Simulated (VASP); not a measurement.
# AlN (Fm-3m) in VASP: a series of runs

Aim: see how the results for AlN move with the level of theory and the settings. Levels: PBE0, PBE. Tasks: single point.

Program: VASP 6.6.1. These are calculated values, not measurements. Logs are shortened: lines on timing, memory, paths and dates and some standing lists are left out, and cuts for length are marked.

**1. The cell of the first run**

Symmetry: Fm-3m, No. 225, cubic system. Conventional cell: a = 4.149 Å, b = 4.149 Å, c = 4.149 Å, α = 90.00°, β = 90.00°, γ = 90.00°. Al (site symmetry m-3m) has 6 N at 2.07 Å within 2.7 Å. N (site symmetry m-3m) has 6 Al at 2.07 Å within 2.7 Å.

**2. Single point, PBE0**

POSCAR reads:

```
AlN
1.0
    0.0000000000      2.0744206402      2.0744206402
    2.0744206402      0.0000000000      2.0744206402
    2.0744206402      2.0744206402      0.0000000000
Al N
1 1
Direct
    0.5000000000      0.5000000000      0.5000000000
    0.0000000000      0.0000000000      0.0000000000
```

INCAR.step1 reads:

```
  PREC = Accurate
  ENCUT = 520
  EDIFF = 1E-5
  ISMEAR = -1
  SIGMA = 0.05
  LREAL = False
  LASPH = True
  NELM = 100
  ALGO = Normal
  ISIF = 2
  LWAVE = True
  LCHARG = False
  NBANDS = 11
  GGA = PE
```

INCAR.step2 reads:

```
  PREC = Accurate
  ENCUT = 520
  EDIFF = 1E-6
  ISMEAR = -1
  SIGMA = 0.05
  LREAL = False
  LASPH = True
  NELM = 100
  ALGO = Normal
  ISIF = 2
  LWAVE = False
  LCHARG = False
  GGA = PE
  LHFCALC = True
  AEXX = 0.25
  PRECFOCK = Normal
  NBANDS = 11
  ISTART = 1
```

KPOINTS reads:

```
regular mesh
0
Gamma
  6 6 6
```

Potentials or basis: VASP PAW PBE potentials, release 64 (Al, N).

Started as:

```
$ cat potpaw_PBE.64/Al/POTCAR potpaw_PBE.64/N/POTCAR > POTCAR
$ cp INCAR.step1 INCAR
$ mpirun -np 1 vasp_std > vasp.out
$ cp INCAR.step2 INCAR
$ mpirun -np 1 vasp_std > vasp.out
```

OUTCAR:

```text
PREC = Accurate
   ENCUT = 520
   EDIFF = 1E-6
   ISMEAR = -1
   LREAL = False
   LASPH = True
   NELM = 100
   ISIF = 2
   GGA = PE
   LHFCALC = True
   AEXX = 0.25
   PRECFOCK = Normal
   ISTART = 1

 ion  position               nearest neighbor table
   1  0.500  0.500  0.500-   2 2.07   2 2.07   2 2.07   2 2.07   2 2.07   2 2.07
   2  0.000  0.000  0.000-   1 2.07   1 2.07   1 2.07   1 2.07   1 2.07   1 2.07

  LATTYP: Found a face centered cubic cell.
 ALAT       =     4.1488412804

  Lattice vectors:

 A1 = (   0.0000000000,   2.0744206402,   2.0744206402)
 A2 = (   2.0744206402,   0.0000000000,   2.0744206402)
 A3 = (   2.0744206402,   2.0744206402,   0.0000000000)

Analysis of symmetry for initial positions (statically):
=====================================================================
 Subroutine PRICEL returns:
 Original cell was already a primitive cell.

 Routine SETGRP: Setting up the symmetry group for a
 face centered cubic supercell.

 Subroutine GETGRP returns: Found 48 space group operations
 (whereof 48 operations were pure point group operations)
 out of a pool of 48 trial point group operations.

The static configuration has the point symmetry O_h .

Analysis of symmetry for dynamics (positions and initial velocities):
=====================================================================
 Subroutine PRICEL returns:
 Original cell was already a primitive cell.

 Routine SETGRP: Setting up the symmetry group for a
 face centered cubic supercell.

 Subroutine GETGRP returns: Found 48 space group operations
 (whereof 48 operations were pure point group operations)
 out of a pool of 48 trial point group operations.

The dynamic configuration has the point symmetry O_h .

 Subroutine INISYM returns: Found 48 space group operations
 (whereof 48 operations are pure point group operations),
 and found     1 'primitive' translations

----------------------------------------------------------------------------------------

                                     Primitive cell

  volume of cell :      17.8534

  direct lattice vectors                    reciprocal lattice vectors
     0.000000000  2.074420640  2.074420640    -0.241031154  0.241031154  0.241031154
     2.074420640  0.000000000  2.074420640     0.241031154 -0.241031154  0.241031154
     2.074420640  2.074420640  0.000000000     0.241031154  0.241031154 -0.241031154

  length of vectors
     2.933673803  2.933673803  2.933673803     0.417478204  0.417478204  0.417478204

  position of ions in fractional coordinates (direct lattice)
     0.500000000  0.500000000  0.500000000
     0.000000000  0.000000000  0.000000000

  ion indices of the primitive-cell ions
   primitive index   ion index
                 1           1
                 2           2

----------------------------------------------------------------------------------------

 KPOINTS: regular mesh

Automatic generation of k-mesh.
 Grid dimensions read from file:
 generate k-points for:    6    6    6

 Generating k-lattice:

  Cartesian coordinates                     Fractional coordinates (reciprocal lattice)
    -0.040171859  0.040171859  0.040171859     0.166666667  0.000000000  0.000000000
     0.040171859 -0.040171859  0.040171859     0.000000000  0.166666667  0.000000000
     0.040171859  0.040171859 -0.040171859     0.000000000  0.000000000  0.166666667

  Length of vectors
     0.069579701  0.069579701  0.069579701

  Shift w.r.t. Gamma in fractional coordinates (k-lattice)
     0.000000000  0.000000000  0.000000000

 Subroutine IBZKPT returns following result:
 ===========================================

 Found     16 irreducible k-points:

 Following reciprocal coordinates:
            Coordinates               Weight
  0.000000  0.000000  0.000000      1.000000
  0.166667  0.000000  0.000000      8.000000
  0.333333  0.000000  0.000000      8.000000
  0.500000  0.000000  0.000000      4.000000
  0.166667  0.166667  0.000000      6.000000
  0.333333  0.166667  0.000000     24.000000
[... 8 lines left out ...]
 -0.333333  0.333333  0.166667     24.000000
 -0.333333  0.500000  0.166667     12.000000
   k-points           NKPTS =     16   k-points in BZ     NKDIM =    216   number of bands    NBANDS=     11
   number of dos      NEDOS =    301   number of ions     NIONS =      2
   total plane-waves  NPLWV =  13824
   dimension x,y,z NGX =    24 NGY =   24 NGZ =   24
   dimension x,y,z NGXF=    48 NGYF=   48 NGZF=   48
   ions per type =               1   1
   NGX,Y,Z   is equivalent  to a cutoff of  13.60, 13.60, 13.60 a.u.
   NGXF,Y,Z  is equivalent  to a cutoff of  27.20, 27.20, 27.20 a.u.
 SYSTEM =  unknown system
   PREC   = accura    normal or accurate (medium, high low for compatibility)
   ISTART =      1    job   : 0-new  1-cont  2-samecut
   ICHARG =      0    charge: 1-file 2-atom 10-const
   ISPIN  =      1    spin polarized calculation?
   LNONCOLLINEAR =      F non collinear calculations
   LSORBIT =      F    spin-orbit coupling
   LASPH  =      T    aspherical Exc in radial PAW
   ENCUT  =  520.0 eV  38.22 Ry    6.18 a.u.   5.45  5.45  5.45*2*pi/ulx,y,z
   NELM   =    100;   NELMIN=  2; NELMDL=  0     # of ELM steps
   EDIFF  = 0.1E-05   stopping-criterion for ELM
   LREAL  =      F    real-space projection
   EDIFFG = 0.1E-04   stopping-criterion for IOM
   NSW    =      0    number of steps for IOM
   IBRION =     -1    ionic relax: 0-MD 1-quasi-New 2-CG
   NFREE  =      0    steps in history (QN), initial steepest desc. (CG)
   ISIF   =      2    stress and relaxation
   ISYM   =      3    0-nonsym 1-usesym 2-fastsym
   POTIM  = 0.5000    time-step for ionic-motion
   TEBEG  =    0.0;   TEEND  =   0.0 temperature during run
   PSTRESS=    0.0 pullay stress
   NELECT =       8.0000    total number of electrons
   NUPDOWN=      -1.0000    fix difference up-down
   EMIN   =  10.00;   EMAX   =-10.00  energy-range for DOS
   EFERMI =   0.00;   METHOD = LEGACY
   ISMEAR =    -1;   SIGMA  =   0.05  broadening in eV -4-tet -1-fermi 0-gaus
   EFERMI_NEDOS =   21; number of points for ismear=-14 and -15
   IALGO  =     38    algorithm
   IMIX   =      1    mixing-type and parameters
     AMIX     =   0.40;   BMIX     =  1.00
     AMIX_MAG =   1.60;   BMIX_MAG =  1.00
  volume/ion in A,a.u.               =       8.93        60.24
  Fermi-wavevector in a.u.,A,eV,Ry     =   1.252751  2.367356 21.352771  1.569384
  Thomas-Fermi vector in A             =   2.386636
   LORBIT       =      0    0 simple, 1 ext, 2 COOP (PROOUT), +10 PAW based schemes
   GGA     = PE    functional components
   LHFCALC =     T    Hartree Fock is set to
   PRECFOCK=normal    Normal, Fast or Accurate (Low or Medium for compatibility)
   ENCUT4O =  -1.0   cutoff for four orbital integrals eV
   NKREDX  =     1    reduce k-point grid by
   NKREDY  =     1    reduce k-point grid by
   NKREDZ  =     1    reduce k-point grid by
   AEXX    =    0.2500 exact exchange contribution
   HFSCREEN=    0.0000 screening length (either q_TF or 0.3 A-1)
   HFSCREENC=   0.0000 screening length for correlation (either q_TF or 0.3 A-1)
   ENCUTFOCK=  -1.0 apply spherical cutoff to Coloumb kernel
   IVDW    =     0    specifies the selected vdW correction
   LEPSILON=     F    determine dielectric tensor
   LRPA    =     F    only Hartree local field effects (RPA)
 non-spin polarized calculation
  energy-cutoff  :      520.00
  volume of cell :       17.85
 maximum number of plane-waves:       531
 NGX is ok and might be reduce to    24
  NGX = 18; NGY = 18; NGZ = 18

 number of electron       8.0000002 magnetization

 Free energy of the ion-electron system (eV)
  ---------------------------------------------------
  ext. energy  EPLUGINS =         0.00000000
  ---------------------------------------------------
  free energy    TOTEN  =       -17.95814665 eV

  energy without entropy =      -17.95814665  energy(sigma->0) =      -17.95814665

 E-fermi :   8.9127     XC(G=0):  -9.3755

 val. band max:        7.7753836050   @ k =   0.0000   0.0000   0.0000
 cond. band min:      13.7236413580   @ k =   0.5000   0.5000   0.0000
 fundamental gap:      5.9482577530
 Fermi energy:         8.9126994188

 k-point     1 :       0.0000    0.0000    0.0000
  band No.  band energies     occupation
      1     -10.7734      2.00000
      2       7.7754      2.00000
      3       7.7754      2.00000
      4       7.7754      2.00000
      5      14.5555      0.00000
      6      22.0533      0.00000
      7      22.0533      0.00000
      8      22.0533      0.00000
      9      27.0056      0.00000
     10      27.6499      0.00000
     11      27.6499      0.00000

 k-point     2 :       0.1667    0.0000    0.0000
  band No.  band energies     occupation
      1     -10.2132      2.00000
      2       5.2442      2.00000
      3       7.4847      2.00000
      4       7.4847      2.00000
      5      15.9359      0.00000
      6      20.5354      0.00000
      7      22.4807      0.00000
      8      22.4807      0.00000
      9      25.2019      0.00000
     10      25.2019      0.00000
     11      27.2118      0.00000

 k-point     3 :       0.3333    0.0000    0.0000
  band No.  band energies     occupation
      1      -8.7406      2.00000
      2       1.3101      2.00000
      3       6.9786      2.00000
      4       6.9786      2.00000
      5      15.9010      0.00000
      6      21.1766      0.00000
      7      21.1766      0.00000
      8      21.7500      0.00000
      9      25.9731      0.00000
     10      27.6328      0.00000
     11      27.6328      0.00000
[... 155 lines left out ...]
 k-point    15 :      -0.3333    0.3333    0.1667
  band No.  band energies     occupation
      1      -6.8473      2.00000
      2       0.8368      2.00000
      3       2.9923      2.00000
      4       5.0658      2.00000
      5      17.5305      0.00000
      6      18.9443      0.00000
      7      21.3623      0.00000
      8      22.6727      0.00000
      9      27.6487      0.00000
     10      28.7937      0.00000
     11      34.4179      0.00000

 k-point    16 :      -0.3333    0.5000    0.1667
  band No.  band energies     occupation
      1      -6.5628      2.00000
      2       1.0561      2.00000
      3       3.2075      2.00000
      4       4.0281      2.00000
      5      16.1773      0.00000
      6      18.1639      0.00000
      7      22.4255      0.00000
      8      23.0828      0.00000
      9      27.5852      0.00000
     10      31.2410      0.00000
     11      34.4534      0.00000

------------------------ aborting loop because EDIFF is reached ----------------------------------------

  FORCE on cell =-STRESS in cart. coord.  units (eV):
  Direction    XX          YY          ZZ          XY          YZ          ZX
  --------------------------------------------------------------------------------------
  -------------------------------------------------------------------------------------
  Total       -2.2882042     -2.2882042     -2.2882042     -0.0000000     -0.0000000      0.0000000
  in kB     -205.3453590   -205.3453590   -205.3453590     -0.0000000     -0.0000000      0.0000000
  external PRESSURE =    -205.3453590 kB  Pullay stress =       0.0000000 kB

 VOLUME and BASIS-vectors are now :
 -----------------------------------------------------------------------------
  energy-cutoff  :      520.00
  volume of cell :       17.85
      direct lattice vectors                 reciprocal lattice vectors
     0.000000000  2.074420640  2.074420640    -0.241031154  0.241031154  0.241031154
     2.074420640  0.000000000  2.074420640     0.241031154 -0.241031154  0.241031154
     2.074420640  2.074420640  0.000000000     0.241031154  0.241031154 -0.241031154

 POSITION                                       TOTAL-FORCE (eV/Angst)
 -----------------------------------------------------------------------------------
      2.07442      2.07442      2.07442         0.000000      0.000000      0.000000
      0.00000      0.00000      0.00000        -0.000000     -0.000000     -0.000000
 -----------------------------------------------------------------------------------
    total drift:                                0.000000      0.000000     -0.000000

  FREE ENERGIE OF THE ION-ELECTRON SYSTEM (eV)
  ---------------------------------------------------
  free  energy   TOTEN  =       -17.9581466450 eV

  energy  without entropy=      -17.9581466450  energy(sigma->0) =      -17.95814665
```

It used 950 s of CPU time on 1 thread of AMD EPYC 7R13 Processor (Zen 3) (shared host).

What came out:

```
Free energy            : -17.9581 eV
Pressure               : -20.5 GPa
Band gap on the k mesh : 5.95 eV, indirect (least direct gap 6.78 eV)
```

Caveat: the k points lie up to 0.44 Å⁻¹ apart; the PAW data sets were made with another functional, which shifts forces and pressure a little. A k mesh can miss the band edges.

**3. Single point, PBE**

This run uses another cell than the first one, of 8.42 Å³/atom, 0.943 times its volume.

INCAR reads:

```
SYSTEM = AlN
PREC     = Accurate       ! precision mode
ENCUT    = 520            ! plane-wave cutoff, eV
EDIFF    = 1E-6           ! SCF threshold, eV
ISMEAR   = 0              ! smearing method
SIGMA    = 0.025          ! smearing width, eV
LREAL    = .FALSE.        ! projectors in reciprocal space
LASPH    = .TRUE.         ! aspherical terms in the spheres
NELM     = 60             ! most SCF steps
ALGO     = Normal         ! electronic algorithm
ISIF     = 2              ! what is computed and relaxed
LWAVE    = .FALSE.        ! write WAVECAR
LCHARG   = .FALSE.        ! write CHGCAR
GGA      = PE             ! functional
NBANDS   = 11             ! bands
```

KPOINTS reads:

```
regular mesh
0
G
  11 11 11
  0 0 0
```

POSCAR reads:

```
AlN
1.0
    0.0000000000      2.0345180000      2.0345180000
    2.0345180000      0.0000000000      2.0345180000
    2.0345180000      2.0345180000      0.0000000000
Al N
1 1
Direct
    0.5000000000      0.5000000000      0.5000000000
    0.0000000000      0.0000000000      0.0000000000
```

Potentials or basis: VASP PAW PBE potentials, release 64 (Al, N).

Started as:

```
$ cat potpaw_PBE.64/Al/POTCAR potpaw_PBE.64/N/POTCAR > POTCAR
$ mpirun -np 1 vasp_std > vasp.out
```

Run time: 6.8 s. Hardware: 1 thread of Intel Xeon 8259CL, shared host; peak memory 0.13 GiB.

Results (log left out):

| Quantity | Value |
| --- | --- |
| Free energy | -14.5459 eV |
| Pressure | 0.0 GPa |
| Band gap on the k mesh | 4.55 eV, indirect (least direct gap 5.41 eV) |

Levels at points of the mesh, in eV from the valence-band top:
```
           k point  band 1  band 2  band 3  band 4  band 5  band 6  band 7  band 8
(0.00, 0.00, 0.00)  -17.38    0.00    0.00    0.00    5.41   12.11   12.11   12.11
```

**4. Single point, PBE**

This run uses another cell than the first one, of 8.42 Å³/atom, 0.943 times its volume.

INCAR reads:

```
SYSTEM = AlN
PREC = Accurate
ENCUT = 520
EDIFF = 1E-6
ISMEAR = 0
SIGMA = 0.026000000000000002
LREAL = .False.
LASPH = .True.
NELM = 100
ALGO = Normal
ISIF = 2
LWAVE = .False.
LCHARG = .False.
GGA = PE
NBANDS = 11
```

KPOINTS reads:

```
regular mesh
0
Gamma
  11 11 11
  0 0 0
```

POSCAR is that of step 3.

Started as:

```
$ cat potpaw_PBE.64/Al/POTCAR potpaw_PBE.64/N/POTCAR > POTCAR
$ mpirun -np 1 vasp_std > vasp.out
```

Wall time 7.8 s (1 thread of Intel Xeon 8259CL, shared host); peak memory 0.14 GiB.

The run converged. Its results:

```yaml
Free_energy: -14.5459 eV
Pressure: 0.0 GPa
Band_gap_on_the_k_mesh: 4.55 eV, indirect (least direct gap 5.41 eV)
```

Levels at points of the mesh, in eV from the valence-band top:
```
           k point  band 1  band 2  band 3  band 4  band 5  band 6  band 7  band 8
(0.00, 0.00, 0.00)  -17.38    0.00    0.00    0.00    5.41   12.11   12.11   12.11
```

A k mesh can miss the band edges. As with any semilocal functional, this PBE gap is likely too small.

**5. Single point, PBE**

This run uses another cell than the first one, of 8.42 Å³/atom, 0.943 times its volume.

INCAR reads:

```
SYSTEM = AlN
PREC = Accurate ; ENCUT = 520
EDIFF = 1E-7 ; ISMEAR = 0
SIGMA = 0.027000000000000003 ; LREAL = .FALSE.
LASPH = .TRUE. ; NELM = 100
ALGO = Normal ; ISIF = 2
LWAVE = .FALSE. ; LCHARG = .FALSE.
GGA = PE ; NBANDS = 11
```

KPOINTS reads:

```
Automatic mesh
0
G
  11 11 11
  0 0 0
```

POSCAR is that of step 4.

Started as:

```
$ cat potpaw_PBE.64/Al/POTCAR potpaw_PBE.64/N/POTCAR > POTCAR
$ mpirun -np 1 vasp_std > vasp.out
```

Run time: 7.2 s. Hardware: 1 thread of Intel Xeon 8259CL, shared host; peak memory 0.14 GiB.

The run converged. Its results:

```
Free energy            : -14.5459 eV
Pressure               : 0.0 GPa
Band gap on the k mesh : 4.55 eV, indirect (least direct gap 5.41 eV)
```

Levels at points of the mesh, in eV from the valence-band top:
```
           k point  band 2  band 3  band 4  band 5  band 6  band 7
(0.00, 0.00, 0.00)    0.00    0.00    0.00    5.41   12.11   12.11
```

A k mesh can miss the band edges. As with any semilocal functional, this PBE gap is likely too small.

**6. Single point, PBE**

This run uses another cell than the first one, of 8.42 Å³/atom, 0.943 times its volume.

INCAR reads:

```
SYSTEM = AlN
  PREC = Accurate
  ENCUT = 520
  EDIFF = 1E-6
  ISMEAR = 0
  SIGMA = 0.028000000000000004
  LREAL = .FALSE.
  LASPH = .TRUE.
  NELM = 100
  ALGO = Normal
  ISIF = 2
  LWAVE = .FALSE.
  LCHARG = .TRUE.
  GGA = PE
  LELF = .TRUE.
  LVHAR = .TRUE.
  NBANDS = 11
```

KPOINTS is that of step 5.

POSCAR is that of step 5.

Potentials or basis: VASP PAW PBE potentials, release 64 (Al, N).

Started as:

```
$ cat potpaw_PBE.64/Al/POTCAR potpaw_PBE.64/N/POTCAR > POTCAR
$ mpirun -np 1 vasp_std > vasp.out
```

It took 9 s on 1 thread of Intel Xeon 8259CL, shared host; peak memory 0.14 GiB.

It converged, with:

```
Free energy            : -14.5459 eV
Pressure               : 0.0 GPa
Band gap on the k mesh : 4.55 eV, indirect (least direct gap 5.41 eV)
```

Levels at points of the mesh, in eV from the valence-band top:
```csv
k point,band 1,band 2,band 3,band 4,band 5,band 6,band 7,band 8
"(0.00, 0.00, 0.00)",-17.38,0.00,0.00,0.00,5.41,12.11,12.11,12.11
```

**7. The runs side by side**

```tsv
level	cell	k mesh	smearing	grid for exact exchange (PRECFOCK)	gap on the mesh (eV)	pressure (GPa)
PBE0	a = 2.934 Å, angles 60.0°, 2 atoms	6 × 6 × 6	fermi-dirac 0.05 eV	Normal	5.95	-20.5
PBE	a = 2.877 Å, angles 60.0°, 2 atoms	11 × 11 × 11	gaussian 0.025 eV	-	4.55	0.0
PBE	a = 2.877 Å, angles 60.0°, 2 atoms	11 × 11 × 11	gaussian 0.026 eV	-	4.55	0.0
PBE	a = 2.877 Å, angles 60.0°, 2 atoms	11 × 11 × 11	gaussian 0.027 eV	-	4.55	0.0
PBE	a = 2.877 Å, angles 60.0°, 2 atoms	11 × 11 × 11	gaussian 0.028 eV	-	4.55	0.0
```

Alike in all rows: task single point; potentials or basis VASP PAW PBE potentials, release 64 (Al, N); no spin polarisation; cutoff (eV) 520.

Caveats: some runs use coarse meshes; the PAW data sets were made with another functional, which shifts forces and pressure a little (some runs).

Absolute energies hang on the potentials; compare differences alone.
